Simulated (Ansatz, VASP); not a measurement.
One calculation of As, two programs

```
CELL_PARAMETERS angstrom
1.88080 1.08588 3.51406
-1.88080 1.08588 3.51406
0.00000 -2.17176 3.51406
ATOMIC_POSITIONS crystal
As 0.22600 0.22600 0.22600
As 0.77400 0.77400 0.77400
```

Alike in both runs: task single point; functional PBE; k mesh 9 × 9 × 9; occupations gaussian, width 0.029 eV; no spin polarisation.

```csv
,VASP,Ansatz
version,VASP 6.6.1,Ansatz 0.2.0
potentials or method,"VASP PAW PBE potentials, release 64 (As_d)",Ansatz PAW
plane-wave cutoff (eV),600,420
valence electrons in the cell,30,30
```

Ansatz gave:

| Item | Value |
| --- | --- |
| gap on the k mesh at the Fermi level (eV) | none |
| pressure (GPa) | 3.7 |
| traceless stress, the component that is largest in VASP (GPa) | -0.30 |
| rms of the force components (eV/Å) | 0.249 |

Task: What did VASP give for the same quantities?

Result: gap on the k mesh at the Fermi level (eV): none; pressure (GPa): 3.8; traceless stress, the component that is largest in VASP (GPa): -0.32; rms of the force components (eV/Å): 0.257.

Atom by atom the forces differ by 0.008 eV/Å (rms over components). A gap of «none» marks a metal or a gap that the smearing closes. The functional is the same, so the differences come from potentials, cutoffs and numerics.
